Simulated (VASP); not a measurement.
A run of VASP 6.6.1:

File INCAR:

```
PREC = Accurate
ENCUT = 600
EDIFF = 1E-6
ISMEAR = 0
SIGMA = 0.01
LREAL = F
LASPH = T
NELM = 120
ALGO = Normal
ISIF = 2
LWAVE = F
LCHARG = F
GGA = RP
NBANDS = 18
GGA_COMPAT = F
```

Contents of KPOINTS:

```
Automatic mesh
0
Gamma
  6 6 6
```

The input POSCAR:

```
HfO2
1.0
    0.0000000000      2.5575000000      2.5575000000
    2.5575000000      0.0000000000      2.5575000000
    2.5575000000      2.5575000000      0.0000000000
Hf O
1 2
Direct
    0.0000000000      0.0000000000      0.0000000000
    0.2500000000      0.2500000000      0.2500000000
    0.7500000000      0.7500000000      0.7500000000
```

Potentials or basis: VASP PAW PBE potentials, release 64 (Hf_pv, O).

The run is started by

```bash
$ cat potpaw_PBE.64/Hf_pv/POTCAR potpaw_PBE.64/O/POTCAR > POTCAR
$ mpirun -np 1 vasp_std > vasp.out
```

Hardware: 1 thread of Intel(R) Xeon(R) Platinum 8488C (Sapphire Rapids), on a shared host.

**Question.** Estimate the wall time of this run.

**Answer.** It took 15 s on 1 thread of Intel(R) Xeon(R) Platinum 8488C (Sapphire Rapids) (shared host), peak memory 0.17 GiB. Counts: scf iterations 15, k points 16.
